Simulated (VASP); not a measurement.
Al7Cu:

```xyz
8
Lattice="0.0000 3.9798 3.9798 3.9798 0.0000 3.9798 3.9798 3.9798 0.0000" Properties=species:S:1:pos:R:3 pbc="T T T"
Al    0.0000    1.9899    1.9899
Al    3.9798    1.9899    1.9899
Al    1.9899    0.0000    1.9899
Al    1.9899    3.9798    1.9899
Al    1.9899    1.9899    0.0000
Al    1.9899    1.9899    3.9798
Al    0.0000    0.0000    0.0000
Cu    3.9798    3.9798    3.9798
```

Base run:

* Program: VASP 6.6.1
* Functional: PBE
* Potentials or basis: VASP PAW PBE potentials, release 64 (Al, Cu)
* Cutoff: 520 eV
* k mesh: 8 × 8 × 8
* Occupations: gaussian, width 0.1 eV
* Spin: no spin polarisation

Its results: band gap on the k mesh zero (band 16 reaches 8.99 eV, above the bottom of band 17 at 5.57 eV); pressure 0.1 GPa.

Q: The run is repeated on the same cell with these changes: functional from PBE to r2SCAN. What comes out?

A: Band gap on the k mesh zero (band 16 reaches 9.00 eV, above the bottom of band 17 at 5.41 eV); pressure -3.2 GPa.

Caveats: the PAW data sets were made with another functional, which shifts forces and pressure a little (some runs).
